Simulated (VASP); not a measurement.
Input of a VASP 6.6.1 run:

File INCAR:

```
  PREC = Accurate
  ENCUT = 520
  EDIFF = 1E-6
  ISMEAR = 0
  SIGMA = 0.05
  LREAL = False
  LASPH = True
  NELM = 60
  ALGO = Normal
  ISIF = 2
  LWAVE = False
  LCHARG = False
  GGA = PE
  NBANDS = 16
```

KPOINTS

```
regular mesh
0
Gamma
  10 10 8
```

The input POSCAR:

```
AgB2
1.0
    2.8442575066      0.0000000000      0.0000000000
   -1.4221287533      2.4631992556      0.0000000000
    0.0000000000      0.0000000000      3.6045385983
Ag B
1 2
Direct
    0.0000000000      0.0000000000      0.0000000000
    0.3333333333      0.6666666667      0.5000000000
    0.6666666667      0.3333333333      0.5000000000
```

Potentials or basis: VASP PAW PBE potentials, release 64 (Ag, B).

Command:

```bash
$ cat potpaw_PBE.64/Ag/POTCAR potpaw_PBE.64/B/POTCAR > POTCAR
$ mpirun -np 1 vasp_std > vasp.out
```

**Question.** What does it give for the pressure?

**Answer.** 58.5 GPa.
